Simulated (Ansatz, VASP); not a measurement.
One calculation of B3Ir, two programs

File INCAR:

```
ALGO = Normal ; EDIFF = 1E-7
EDIFFG = -0.01 ; ENCUT = 600
GGA = PE ; IBRION = 2
ISIF = 3 ; ISMEAR = 0
LASPH = T ; LCHARG = F
LREAL = F ; LWAVE = F
NELM = 80 ; NSW = 100
PREC = Accurate ; SIGMA = 0.1
```

File KPOINTS:

```
k-points
0
Gamma
  12 12 8
```

File POSCAR:

```
B3Ir
1.0
    4.2935228034      0.0000000000      0.0000000000
   -2.1467614017      3.7182998195      0.0000000000
    0.0000000000      0.0000000000      4.9786788809
B Ir
6 2
Direct
    0.7985952840      0.5971905679      0.2500000000
    0.2014047160      0.7985952840      0.7500000000
    0.4028094321      0.2014047160      0.2500000000
    0.2014047160      0.4028094321      0.7500000000
    0.7985952840      0.2014047160      0.2500000000
    0.5971905679      0.7985952840      0.7500000000
    0.3333333333      0.6666666667      0.2500000000
    0.6666666667      0.3333333333      0.7500000000
```

Input for Ansatz:

```yaml
crystal:
  lattice:
    - [4.2935228034, 0.0, 0.0]
    - [-2.1467614017, 3.7182998195, 0.0]
    - [0.0, 0.0, 4.9786788809]
  atoms:
    - { symbol: B, position: [0.798595284, 0.5971905679, 0.25] }
    - { symbol: B, position: [0.201404716, 0.798595284, 0.75] }
    - { symbol: B, position: [0.4028094321, 0.201404716, 0.25] }
    - { symbol: B, position: [0.201404716, 0.4028094321, 0.75] }
    - { symbol: B, position: [0.798595284, 0.201404716, 0.25] }
    - { symbol: B, position: [0.5971905679, 0.798595284, 0.75] }
    - { symbol: Ir, position: [0.3333333333, 0.6666666667, 0.25] }
    - { symbol: Ir, position: [0.6666666667, 0.3333333333, 0.75] }
basis:
  ecutwfc: 420
kpoints:
  mp_grid: { grid: [12, 12, 8] }
hamiltonian:
  xc: pbe
scf:
  occupations: { method: gaussian, width: 0.1 }
output:
  forces: true
  stress: true
  eigenvalues: true
relax:
  adjacent_minimum: "off"
  f_tol: 0.01
  max_steps: 80
  cell: { stress_tol: 0.05 }
```

Alike in both runs: task relaxation of cell and atoms; functional PBE; k mesh 12 × 12 × 8; occupations gaussian, width 0.1 eV; no spin polarisation.

```csv
,VASP,Ansatz
version,VASP 6.6.1,Ansatz 0.2.0
potentials or method,"VASP PAW PBE potentials, release 64 (B, Ir), cutoff 600 eV","scalar-relativistic, plane waves, PAW"
valence electrons in the cell,36,52
```

|  | VASP | Ansatz | Ansatz less VASP |
| --- | --- | --- | --- |
| gap on the k mesh at the Fermi level, each at its own relaxed structure (eV) | none | none | - |
| relaxed volume (Å³/atom) | 9.86 | 9.82 | -0.035 |
| relaxed cell length with the largest relative difference (Å) | 4.903 | 4.891 | -0.0113 |

A gap of «none» marks a metal or a gap that the smearing closes. VASP's potentials hold 36 valence electrons a cell and Ansatz's 52, so a difference there can come from the potentials and not from the codes.

Neither program's run includes spin-orbit coupling.
